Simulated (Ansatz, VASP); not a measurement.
# One calculation of CdS, two programs

Contents of INCAR:

```
ALGO = Normal
EDIFF = 1E-7
ENCUT = 520
GGA = PS
ISIF = 2
ISMEAR = -1
LASPH = True
LCHARG = False
LREAL = False
LWAVE = False
NBANDS = 16
NELM = 100
PREC = Accurate
SIGMA = 0.03
```

File KPOINTS:

```
k-points
0
Gamma
  7 7 7
```

File POSCAR:

```
CdS
1.0
    0.0000000000      2.9165000000      2.9165000000
    2.9165000000      0.0000000000      2.9165000000
    2.9165000000      2.9165000000      0.0000000000
Cd S
1 1
Direct
   -0.0450000000      0.0150000000      0.0150000000
    0.2950000000      0.2350000000      0.2350000000
```

Input for Ansatz:

```yaml
crystal:
  lattice:
    - [0.0, 2.9165, 2.9165]
    - [2.9165, 0.0, 2.9165]
    - [2.9165, 2.9165, 0.0]
  atoms:
    - { symbol: Cd, position: [-0.045, 0.015, 0.015] }
    - { symbol: S, position: [0.295, 0.235, 0.235] }
kpoints:
  mp_grid: { grid: [7, 7, 7] }
scf:
  occupations: { method: fermi_dirac, width: 0.03 }
hamiltonian:
  xc: pbesol
  pseudopotentials: { kind: all_electron, lapw: { basis_error: 0.001 } }
output:
  forces: true
  stress: true
  eigenvalues: true
  populations: true
```

Change from the starting cell: shortest bond scaled by 0.88, LAPW.

Alike in both runs: task single point; functional PBEsol; k mesh 7 × 7 × 7; occupations fermi-dirac, width 0.03 eV; no spin polarisation.

```csv
,VASP,Ansatz
version,VASP 6.6.1,Ansatz 0.2.0
potentials or method,"VASP PAW PBE potentials, release 64 (Cd, S), cutoff 520 eV","all-electron LAPW, scalar-relativistic"
```

```tsv
	VASP	Ansatz	Ansatz less VASP
pressure (GPa)	3.5	3.1	-0.46
traceless stress, the component that is largest in VASP (GPa)	-6.59	-6.37	+0.227
rms of the force components (eV/Å)	1.763	1.713	-0.0494
```

VASP's potentials were made for PBE, not for PBEsol. Atom by atom the forces differ by 0.049 eV/Å (rms over components). Ansatz ran all-electron here, and VASP with PAW potentials.
